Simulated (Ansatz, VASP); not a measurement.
# CO2 in VASP and in Ansatz

INCAR

```
SYSTEM = CO2
PREC = Accurate ; ENCUT = 520
EDIFF = 1E-8 ; ISMEAR = 0
SIGMA = 0.01 ; LREAL = .False.
LASPH = .True. ; NELM = 80
ALGO = Normal ; ISIF = 2
LWAVE = .False. ; LCHARG = .False.
GGA = PE ; IVDW = 12
LEFG = .True. ; NBANDS = 44
```

File KPOINTS:

```
Automatic mesh
0
Gamma
  4 4 4
  0 0 0
```

POSCAR

```
CO2
1.0
    5.7204090888      0.0000000000      0.0000000000
    0.0000000000      5.7204090888      0.0000000000
    0.0000000000      0.0000000000      5.7204090888
C O
4 8
Direct
    0.0000000000      0.0000000000      0.0000000000
    0.5000000000      0.0000000000      0.5000000000
    0.5000000000      0.5000000000      0.0000000000
    0.0000000000      0.5000000000      0.5000000000
    0.1179796502      0.1179796502      0.1179796502
    0.3820203498      0.8820203498      0.6179796502
    0.6179796502      0.3820203498      0.8820203498
    0.8820203498      0.6179796502      0.3820203498
    0.8820203498      0.8820203498      0.8820203498
    0.6179796502      0.1179796502      0.3820203498
    0.3820203498      0.6179796502      0.1179796502
    0.1179796502      0.3820203498      0.6179796502
```

Input for Ansatz:

```yaml
crystal:
  lattice:
    - [5.7204090888, 0.0, 0.0]
    - [0.0, 5.7204090888, 0.0]
    - [0.0, 0.0, 5.7204090888]
  atoms:
    - { symbol: C, position: [0.0, 0.0, 0.0] }
    - { symbol: C, position: [0.5, 0.0, 0.5] }
    - { symbol: C, position: [0.5, 0.5, 0.0] }
    - { symbol: C, position: [0.0, 0.5, 0.5] }
    - { symbol: O, position: [0.1179796502, 0.1179796502, 0.1179796502] }
    - { symbol: O, position: [0.3820203498, 0.8820203498, 0.6179796502] }
    - { symbol: O, position: [0.6179796502, 0.3820203498, 0.8820203498] }
    - { symbol: O, position: [0.8820203498, 0.6179796502, 0.3820203498] }
    - { symbol: O, position: [0.8820203498, 0.8820203498, 0.8820203498] }
    - { symbol: O, position: [0.6179796502, 0.1179796502, 0.3820203498] }
    - { symbol: O, position: [0.3820203498, 0.6179796502, 0.1179796502] }
    - { symbol: O, position: [0.1179796502, 0.3820203498, 0.6179796502] }
basis:
  ecutwfc: 420
kpoints:
  mp_grid: { grid: [4, 4, 4] }
hamiltonian:
  xc: pbe
  dispersion: d3bj
scf:
  occupations: { method: fixed }
output:
  forces: true
  stress: true
  eigenvalues: true
  efg: {}
checkpoint:
  read: start.run
  write: ck
  compress: false
  write_wavefunctions: false
  write_every: 100000
```

Alike in both runs: task electric field gradients; functional PBE; dispersion D3(BJ); k mesh 4 × 4 × 4; no spin polarisation.

|  | VASP | Ansatz |
| --- | --- | --- |
| version | VASP 6.6.1 | Ansatz 0.2.0 |
| potentials or method | VASP PAW PBE potentials, release 64 (C, O), cutoff 520 eV | scalar-relativistic, plane waves, PAW |
| occupations | gaussian, width 0.01 eV | fixed |
| valence electrons in the cell | 64 | 64 |

```tsv
	VASP	Ansatz	Ansatz less VASP
gap on the k mesh at the Fermi level (eV)	6.72	6.74	+0.019
least direct gap on the mesh (eV)	6.72	6.74	+0.019
pressure (GPa)	1.4	0.0	-1.41
rms of the force components (eV/Å)	0.298	0.000	-0.2977
size of Vzz on the site where it differs most (V/Å²)	49.9	29.2	-20.69
```

Atom by atom the forces differ by 0.298 eV/Å (rms over components). One of these differences is far larger than is usual between the two programs; its cause wasn't traced.

Noted on VASP's run: the standard files for N, O and F lose accuracy on very short bonds.
